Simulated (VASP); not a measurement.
# Ta (P6_3/mmc) in VASP: further runs

The runs below take Ta through single point, relaxation of cell and atoms, with LDA.

All numbers are computed with VASP 6.6.1; they aren't measurements. Logs are shortened: lines on timing, memory, paths and dates and some standing lists are left out, and cuts for length are marked.

## Step 1: The cell of the first run

The structure is hexagonal, space group P6_3/mmc (No. 194). Conventional cell: a = 2.873 Å, b = 2.873 Å, c = 5.143 Å, α = 90.00°, β = 90.00°, γ = 120.00°. Within 3.8 Å of Ta (site symmetry -6m2) lie 12 Ta at 2.87 to 3.06 Å.

## Step 2: Single point, LDA (volume scaled by 1.04)

INCAR reads:

```
  PREC = Accurate
  ENCUT = 520
  EDIFF = 1E-7
  ISMEAR = -1
  SIGMA = 0.1
  LREAL = False
  LASPH = True
  NELM = 100
  ALGO = Normal
  ISIF = 2
  LWAVE = False
  LCHARG = False
  GGA = CA
  NBANDS = 18
```

KPOINTS reads:

```
regular mesh
0
Gamma
  14 14 7
```

POSCAR reads:

```
Ta
1.0
    2.8728682237      0.0000000000      0.0000000000
   -1.4364341119      2.4879768634      0.0000000000
    0.0000000000      0.0000000000      5.1425740021
Ta
2
Direct
    0.3333333333      0.6666666667      0.2500000000
    0.6666666667      0.3333333333      0.7500000000
```

Potentials or basis: VASP PAW LDA potentials, release 64 (Ta_pv).

On the command line:

```bash
$ cat potpaw_LDA.64/Ta_pv/POTCAR > POTCAR
$ mpirun -np 1 vasp_std > vasp.out
```

OUTCAR:

```text
PREC = Accurate
   ENCUT = 520
   EDIFF = 1E-7
   ISMEAR = -1
   LREAL = False
   LASPH = True
   NELM = 100
   ISIF = 2
   GGA = CA

 ion  position               nearest neighbor table
   1  0.333  0.667  0.250-   2 3.06   2 3.06   2 3.06   2 3.06   2 3.06   2 3.06
   2  0.667  0.333  0.750-   1 3.06   1 3.06   1 3.06   1 3.06   1 3.06   1 3.06

  LATTYP: Found a hexagonal cell.
 ALAT       =     2.8728682237
 C/A-ratio  =     1.7900486906

  Lattice vectors:

 A1 = (   2.8728682237,   0.0000000000,   0.0000000000)
 A2 = (  -1.4364341119,   2.4879768634,   0.0000000000)
 A3 = (   0.0000000000,   0.0000000000,   5.1425740021)

Analysis of symmetry for initial positions (statically):
=====================================================================
 Subroutine PRICEL returns:
 Original cell was already a primitive cell.

 Routine SETGRP: Setting up the symmetry group for a
 hexagonal supercell.

 Subroutine GETGRP returns: Found 24 space group operations
 (whereof 12 operations were pure point group operations)
 out of a pool of 24 trial point group operations.

The static configuration has the point symmetry D_3d.
 The point group associated with its full space group is D_6h.

Analysis of symmetry for dynamics (positions and initial velocities):
=====================================================================
 Subroutine PRICEL returns:
 Original cell was already a primitive cell.

 Routine SETGRP: Setting up the symmetry group for a
 hexagonal supercell.

 Subroutine GETGRP returns: Found 24 space group operations
 (whereof 12 operations were pure point group operations)
 out of a pool of 24 trial point group operations.

The dynamic configuration has the point symmetry D_3d.
 The point group associated with its full space group is D_6h.

 Subroutine INISYM returns: Found 24 space group operations
 (whereof 12 operations are pure point group operations),
 and found     1 'primitive' translations

----------------------------------------------------------------------------------------

                                     Primitive cell

  volume of cell :      36.7572

  direct lattice vectors                    reciprocal lattice vectors
     2.872868224  0.000000000  0.000000000     0.348084187  0.200966499  0.000000000
    -1.436434112  2.487976863  0.000000000     0.000000000  0.401932998  0.000000000
     0.000000000  0.000000000  5.142574002     0.000000000  0.000000000  0.194455150

  length of vectors
     2.872868224  2.872868224  5.142574002     0.401932998  0.401932998  0.194455150

  position of ions in fractional coordinates (direct lattice)
     0.333333333  0.666666667  0.250000000
     0.666666667  0.333333333  0.750000000

  ion indices of the primitive-cell ions
   primitive index   ion index
                 1           1
                 2           2

----------------------------------------------------------------------------------------

 KPOINTS: regular mesh

Automatic generation of k-mesh.
 Grid dimensions read from file:
 generate k-points for:   14   14    7

 Generating k-lattice:

  Cartesian coordinates                     Fractional coordinates (reciprocal lattice)
     0.024863156  0.014354750  0.000000000     0.071428571  0.000000000  0.000000000
     0.000000000  0.028709500  0.000000000     0.000000000  0.071428571  0.000000000
     0.000000000  0.000000000  0.027779307     0.000000000  0.000000000  0.142857143

  Length of vectors
     0.028709500  0.028709500  0.027779307

  Shift w.r.t. Gamma in fractional coordinates (k-lattice)
     0.000000000  0.000000000  0.000000000

 Subroutine IBZKPT returns following result:
 ===========================================

 Found     96 irreducible k-points:

 Following reciprocal coordinates:
            Coordinates               Weight
  0.000000  0.000000  0.000000      1.000000
  0.071429  0.000000  0.000000      6.000000
  0.142857  0.000000  0.000000      6.000000
  0.214286 -0.000000  0.000000      6.000000
  0.285714  0.000000  0.000000      6.000000
  0.357143  0.000000  0.000000      6.000000
[... 16 lines left out ...]
  0.285714  0.285714  0.000000      6.000000
  0.357143  0.285714  0.000000      6.000000
 [... further k-points ...]
   k-points           NKPTS =     96   k-points in BZ     NKDIM =     96   number of bands    NBANDS=     18
   number of dos      NEDOS =    301   number of ions     NIONS =      2
   total plane-waves  NPLWV =  23040
   dimension x,y,z NGX =    24 NGY =   24 NGZ =   40
   dimension x,y,z NGXF=    48 NGYF=   48 NGZF=   80
   ions per type =               2
   NGX,Y,Z   is equivalent  to a cutoff of  13.89, 13.89, 12.93 a.u.
   NGXF,Y,Z  is equivalent  to a cutoff of  27.78, 27.78, 25.86 a.u.
 SYSTEM =  unknown system
   PREC   = accura    normal or accurate (medium, high low for compatibility)
   ISTART =      0    job   : 0-new  1-cont  2-samecut
   ICHARG =      2    charge: 1-file 2-atom 10-const
   ISPIN  =      1    spin polarized calculation?
   LNONCOLLINEAR =      F non collinear calculations
   LSORBIT =      F    spin-orbit coupling
   LASPH  =      T    aspherical Exc in radial PAW
   ENCUT  =  520.0 eV  38.22 Ry    6.18 a.u.   5.34  5.34  9.56*2*pi/ulx,y,z
   NELM   =    100;   NELMIN=  2; NELMDL= -5     # of ELM steps
   EDIFF  = 0.1E-06   stopping-criterion for ELM
   LREAL  =      F    real-space projection
   EDIFFG = 0.1E-05   stopping-criterion for IOM
   NSW    =      0    number of steps for IOM
   IBRION =     -1    ionic relax: 0-MD 1-quasi-New 2-CG
   NFREE  =      0    steps in history (QN), initial steepest desc. (CG)
   ISIF   =      2    stress and relaxation
   ISYM   =      2    0-nonsym 1-usesym 2-fastsym
   POTIM  = 0.5000    time-step for ionic-motion
   TEBEG  =    0.0;   TEEND  =   0.0 temperature during run
   PSTRESS=    0.0 pullay stress
   NELECT =      22.0000    total number of electrons
   NUPDOWN=      -1.0000    fix difference up-down
   EMIN   =  10.00;   EMAX   =-10.00  energy-range for DOS
   EFERMI =   0.00;   METHOD = LEGACY
   ISMEAR =    -1;   SIGMA  =   0.10  broadening in eV -4-tet -1-fermi 0-gaus
   EFERMI_NEDOS =   21; number of points for ismear=-14 and -15
   IALGO  =     38    algorithm
   IMIX   =      4    mixing-type and parameters
     AMIX     =   0.40;   BMIX     =  1.00
     AMIX_MAG =   1.60;   BMIX_MAG =  1.00
  volume/ion in A,a.u.               =      18.38       124.02
  Fermi-wavevector in a.u.,A,eV,Ry     =   1.379648  2.607156 25.897706  1.903428
  Thomas-Fermi vector in A             =   2.504598
   LORBIT       =      0    0 simple, 1 ext, 2 COOP (PROOUT), +10 PAW based schemes
   GGA     = CA    functional components
   LHFCALC =     F    Hartree Fock is set to
   AEXX    =    0.0000 exact exchange contribution
   IVDW    =     0    specifies the selected vdW correction
   LEPSILON=     F    determine dielectric tensor
   LRPA    =     F    only Hartree local field effects (RPA)
 non-spin polarized calculation
  energy-cutoff  :      520.00
  volume of cell :       36.76
 maximum number of plane-waves:      1009
 NGX is ok and might be reduce to    24
   NGX = 11   NGY = 11   NGZ = 19

 number of electron      22.0000002 magnetization

 Free energy of the ion-electron system (eV)
  ---------------------------------------------------
  ext. energy  EPLUGINS =         0.00000000
  ---------------------------------------------------
  free energy    TOTEN  =       -25.05715960 eV

  energy without entropy =      -24.97265457  energy(sigma->0) =      -25.01490709

 E-fermi :   5.6306     XC(G=0): -12.6808

 val. band max:        5.6055015163   @ k =   0.2857   0.1429   0.4286
 cond. band min:       5.6396664150   @ k =   0.2857   0.2143   0.1429
 fundamental gap:      0.0341648987
 Fermi energy:         5.6305975998

 k-point     1 :       0.0000    0.0000    0.0000
  band No.  band energies     occupation
      1     -28.7355      2.00000
      2     -27.8511      2.00000
      3     -27.7112      2.00000
      4     -27.7112      2.00000
      5     -27.6238      2.00000
      6     -27.6238      2.00000
[... 10 lines left out ...]
     17      10.8461      0.00000
     18      10.8461      0.00000

 k-point     2 :       0.0714    0.0000    0.0000
  band No.  band energies     occupation
      1     -28.7176      2.00000
      2     -27.8528      2.00000
      3     -27.7703      2.00000
      4     -27.7271      2.00000
      5     -27.6843      2.00000
      6     -27.6347      2.00000
[... 10 lines left out ...]
     17      10.9287      0.00000
     18      11.2910      0.00000

 k-point     3 :       0.1429    0.0000    0.0000
  band No.  band energies     occupation
      1     -28.6661      2.00000
      2     -27.9346      2.00000
      3     -27.8589      2.00000
      4     -27.8500      2.00000
      5     -27.7709      2.00000
      6     -27.6656      2.00000
[... 10 lines left out ...]
     17      11.0865      0.00000
     18      12.2678      0.00000

 k-point     4 :       0.2143   -0.0000    0.0000
  band No.  band energies     occupation
      1     -28.5871      2.00000
      2     -28.1682      2.00000
      3     -28.0800      2.00000
      4     -27.8718      2.00000
      5     -27.8322      2.00000
      6     -27.7111      2.00000
[... 375 lines left out ...]
      4     -28.2046      2.00000
      5     -28.1350      2.00000
      6     -28.0244      2.00000
[... 10 lines left out ...]
     17      13.8288      0.00000
     18      14.1330      0.00000

 k-point    23 :       0.2857    0.2857    0.0000
  band No.  band energies     occupation
      1     -28.6269      2.00000
      2     -28.5460      2.00000
      3     -28.3276      2.00000
      4     -28.2230      2.00000
      5     -28.1931      2.00000
      6     -28.0321      2.00000
[... 10 lines left out ...]
     17      13.7811      0.00000
     18      13.8684      0.00000

 k-point    24 :       0.3571    0.2857    0.0000
  band No.  band energies     occupation
      1     -28.6066      2.00000
      2     -28.4955      2.00000
      3     -28.4156      2.00000
      4     -28.2924      2.00000
      5     -28.1427      2.00000
      6     -28.0720      2.00000
[... 10 lines left out ...]
     17      13.1959      0.00000
     18      13.3784      0.00000

 [... further k-points ...]
[... 5 lines left out ...]
  --------------------------------------------------------------------------------------
  -------------------------------------------------------------------------------------
  Total       -1.5231320     -1.5231320     -1.5529354      0.0000000      0.0000000     -0.0000000
  in kB      -66.3904378    -66.3904378    -67.6895094      0.0000000      0.0000000     -0.0000000
  external PRESSURE =     -66.8234617 kB  Pullay stress =       0.0000000 kB

 VOLUME and BASIS-vectors are now :
 -----------------------------------------------------------------------------
  energy-cutoff  :      520.00
  volume of cell :       36.76
      direct lattice vectors                 reciprocal lattice vectors
     2.872868224  0.000000000  0.000000000     0.348084187  0.200966499  0.000000000
    -1.436434112  2.487976863  0.000000000     0.000000000  0.401932998  0.000000000
     0.000000000  0.000000000  5.142574002     0.000000000  0.000000000  0.194455150

 POSITION                                       TOTAL-FORCE (eV/Angst)
 -----------------------------------------------------------------------------------
     -0.00000      1.65865      1.28564         0.000000     -0.000000      0.000000
      1.43643      0.82933      3.85693        -0.000000      0.000000      0.000000
 -----------------------------------------------------------------------------------
    total drift:                               -0.000000      0.000000     -0.000000

  FREE ENERGIE OF THE ION-ELECTRON SYSTEM (eV)
  ---------------------------------------------------
  free  energy   TOTEN  =       -25.0571596014 eV

  energy  without entropy=      -24.9726545713  energy(sigma->0) =      -25.01490709
```

Wall time 29 s (1 thread of AMD EPYC 9R45 (Zen 5), shared host); peak memory 0.14 GiB.

What came out:

- Free energy: -25.0572 eV
- Pressure: -6.7 GPa
- Band gap on the k mesh: zero (band 11 reaches 6.92 eV, above the bottom of band 12 at 5.02 eV)

Levels at points of the mesh, in eV from the Fermi level:
```
           k point  band 7  band 8  band 9  band 10  band 11  band 12  band 13  band 14  band 15  band 16
(0.00, 0.00, 0.00)   -8.16   -4.94   -0.66     0.08     0.58     0.58     1.15     1.15     3.03     3.03
(0.50, 0.00, 0.00)   -4.06   -3.92   -3.41    -0.40    -0.28     0.51     0.86     5.60     6.62     6.92
```

Caveat: the cell differs from its parent crystal (volume scaled by 1.04); spin-orbit coupling is left out, which moves the levels of the heavy elements.

## Step 3: Single point, LDA (volume scaled by 1.08)

INCAR reads:

```
PREC = Accurate
ENCUT = 520
EDIFF = 1E-6
ISMEAR = -1
SIGMA = 0.1
LREAL = F
LASPH = T
NELM = 100
ALGO = Normal
ISIF = 2
LWAVE = F
LCHARG = F
NBANDS = 18
```

KPOINTS is that of step 2.

POSCAR reads:

```
Ta
1.0
    2.9092375052      0.0000000000      0.0000000000
   -1.4546187526      2.5194735851      0.0000000000
    0.0000000000      0.0000000000      5.2076767868
Ta
2
Direct
    0.3333333333      0.6666666667      0.2500000000
    0.6666666667      0.3333333333      0.7500000000
```

Potentials or basis: VASP PAW LDA potentials, release 64 (Ta_pv).

On the command line:

```bash
$ cat potpaw_LDA.64/Ta_pv/POTCAR > POTCAR
$ mpirun -np 1 vasp_std > vasp.out
```

Run time: 27 s. Hardware: 1 thread of AMD EPYC 9R45 (Zen 5), shared host; peak memory 0.14 GiB.

It converged, with:

| Property | Result |
| --- | --- |
| Free energy | -24.9693 eV |
| Pressure | -13.1 GPa |
| Band gap on the k mesh | zero (band 11 reaches 6.50 eV, above the bottom of band 12 at 4.74 eV) |

Stress tensor (GPa, compression positive):
```
-13.35   0.00   0.00
  0.00 -13.35   0.00
  0.00   0.00 -12.74
```

Levels at points of the mesh, in eV from the Fermi level:
| k point | band 7 | band 8 | band 9 | band 10 | band 11 | band 12 | band 13 | band 14 | band 15 | band 16 |
| --- | --- | --- | --- | --- | --- | --- | --- | --- | --- | --- |
| (0.00, 0.00, 0.00) | -8.00 | -4.81 | -0.60 | -0.02 | 0.59 | 0.59 | 1.12 | 1.12 | 2.91 | 2.91 |
| (0.50, 0.00, 0.00) | -3.94 | -3.73 | -3.23 | -0.37 | -0.35 | 0.48 | 0.86 | 5.33 | 6.31 | 6.59 |

Caveat: the cell differs from its parent crystal (volume scaled by 1.08); spin-orbit coupling is left out, which moves the levels of the heavy elements.

## Step 4: Single point, LDA (volume scaled by 1.12)

INCAR reads:

```
ALGO = Normal ; EDIFF = 1E-6
ENCUT = 520 ; ISIF = 2
ISMEAR = -1 ; LASPH = T
LCHARG = F ; LREAL = F
LWAVE = F ; NBANDS = 18
NELM = 60 ; PREC = Accurate
SIGMA = 0.1
```

KPOINTS reads:

```
k-points
0
Gamma
  14 14 7
```

POSCAR reads:

```
Ta
1.0
    2.9447195082      0.0000000000      0.0000000000
   -1.4723597541      2.5502019011      0.0000000000
    0.0000000000      0.0000000000      5.2711912999
Ta
2
Direct
    0.3333333333      0.6666666667      0.2500000000
    0.6666666667      0.3333333333      0.7500000000
```

On the command line:

```bash
$ cat potpaw_LDA.64/Ta_pv/POTCAR > POTCAR
$ mpirun -np 1 vasp_std > vasp.out
```

Run time: 32 s. Hardware: 1 thread of AMD EPYC 9R45 (Zen 5), shared host; peak memory 0.15 GiB.

Results (log left out):

* Free energy: -24.8297 eV
* Pressure: -18.5 GPa
* Band gap on the k mesh: zero (band 11 reaches 6.11 eV, above the bottom of band 12 at 4.47 eV)

Stress tensor (GPa, compression positive):
```
-18.89   0.00   0.00
  0.00 -18.89   0.00
  0.00   0.00 -17.59
```

Levels at points of the mesh, in eV from the Fermi level:
| k point | band 8 | band 9 | band 10 | band 11 | band 12 | band 13 | band 14 | band 15 |
| --- | --- | --- | --- | --- | --- | --- | --- | --- |
| (0.00, 0.00, 0.00) | -4.68 | -0.55 | -0.10 | 0.59 | 0.59 | 1.09 | 1.09 | 2.80 |
| (0.50, 0.00, 0.00) | -3.56 | -3.07 | -0.40 | -0.35 | 0.45 | 0.85 | 5.09 | 6.02 |

Caveat: the cell differs from its parent crystal (volume scaled by 1.12); spin-orbit coupling is left out, which moves the levels of the heavy elements.

## Step 5: Relaxation of cell and atoms, LDA

This run uses another cell than the first one, of 18.06 Å³/atom, 0.983 times its volume.

INCAR reads:

```
PREC = Accurate
ENCUT = 600
EDIFF = 1E-6
ISMEAR = -1
SIGMA = 0.1
LREAL = False
LASPH = True
NELM = 80
ALGO = Normal
ISIF = 3
LWAVE = False
LCHARG = False
IBRION = 2
NSW = 80
EDIFFG = -0.01
```

KPOINTS reads:

```
Automatic mesh
0
Gamma
  12 12 7
```

POSCAR reads:

```
Ta
1.0
    2.9451288715      0.0000000000      0.0000000000
   -1.4725644358      2.5505564202      0.0000000000
    0.0000000000      0.0000000000      4.8093954472
Ta
2
Direct
    0.3333333333      0.6666666667      0.2500000000
    0.6666666667      0.3333333333      0.7500000000
```

On the command line:

```bash
$ cat potpaw_LDA.64/Ta_pv/POTCAR > POTCAR
$ mpirun -np 1 vasp_std > vasp.out
```

Run time: 2.7 min. Hardware: 1 thread of AMD EPYC 9R45 (Zen 5), shared host; peak memory 0.14 GiB.

Results (log left out):

- Free energy: -25.0915 eV
- Relaxed volume: 17.75 Å³/atom
- Relaxed cell: a = 2.839 Å, b = 2.839 Å, c = 5.084 Å, α = 90.00°, β = 90.00°, γ = 120.00°
- Space group after relaxing (to 0.05 Å): P6_3/mmc (No. 194)
- Energy gained by relaxing: 56.0 meV/atom
- Ionic steps: 10
- Pressure after relaxing: -0.1 GPa
- Band gap on the k mesh: zero (band 11 reaches 7.33 eV, above the bottom of band 12 at 5.31 eV)

The path:
```tsv
step	energy change (eV)	largest force (eV/Å)	pressure (GPa)	volume (Å³)
1	0.0000	0.0000	-3.85	36.13
2	-0.0493	0.0000	10.47	33.86
3	-0.0630	0.0000	5.74	34.53
4	-0.1053	0.0000	3.64	34.90
5	-0.1053	0.0000	3.57	34.92
6	-0.1101	0.0000	-1.73	35.77
7	-0.1119	0.0000	0.06	35.47
8	-0.1119	0.0000	0.01	35.48
9	-0.1119	0.0000	-0.05	35.49
10	-0.1119	0.0000	-0.07	35.49
```

Final structure:
```xyz
2
Lattice="2.8392 0.0000 0.0000 -1.4196 2.4588 0.0000 0.0000 0.0000 5.0842" Properties=species:S:1:pos:R:3 pbc="T T T"
Ta    0.0000    1.6392    1.2711
Ta    1.4196    0.8196    3.8132
```

Levels at points of the mesh, in eV from the Fermi level:
```csv
k point,band 9,band 10,band 11,band 12,band 13,band 14
"(0.00, 0.00, 0.00)",-0.74,0.16,0.56,0.56,1.15,1.15
"(0.50, 0.00, 0.00)",-3.60,-0.44,-0.23,0.52,0.85,5.83
```

Caveat: spin-orbit coupling is left out, which moves the levels of the heavy elements.

## Step 6: Overview

```csv
task,cell,k mesh,cutoff (eV),gap on the mesh (eV),pressure (GPa)
single point,"a = 2.873, b = 2.873, c = 5.143 Å, angles 90.0, 90.0, 120.0°, 2 atoms",14 × 14 × 7,520,none,-6.7
single point,"a = 2.909, b = 2.909, c = 5.208 Å, angles 90.0, 90.0, 120.0°, 2 atoms",14 × 14 × 7,520,none,-13.1
single point,"a = 2.945, b = 2.945, c = 5.271 Å, angles 90.0, 90.0, 120.0°, 2 atoms",14 × 14 × 7,520,none,-18.5
relaxation of cell and atoms,"relaxed from a = 2.945, b = 2.945, c = 4.809 Å, angles 90.0, 90.0, 120.0°, 2 atoms",12 × 12 × 7,600,none,-0.1
```

Alike in all rows: level LDA; potentials or basis VASP PAW LDA potentials, release 64 (Ta_pv); no spin polarisation; smearing fermi-dirac 0.1 eV.

Caveats: spin-orbit coupling is left out, which moves the levels of the heavy elements.

Total energies depend on the potentials used, so only differences within one code and one set of settings carry meaning.
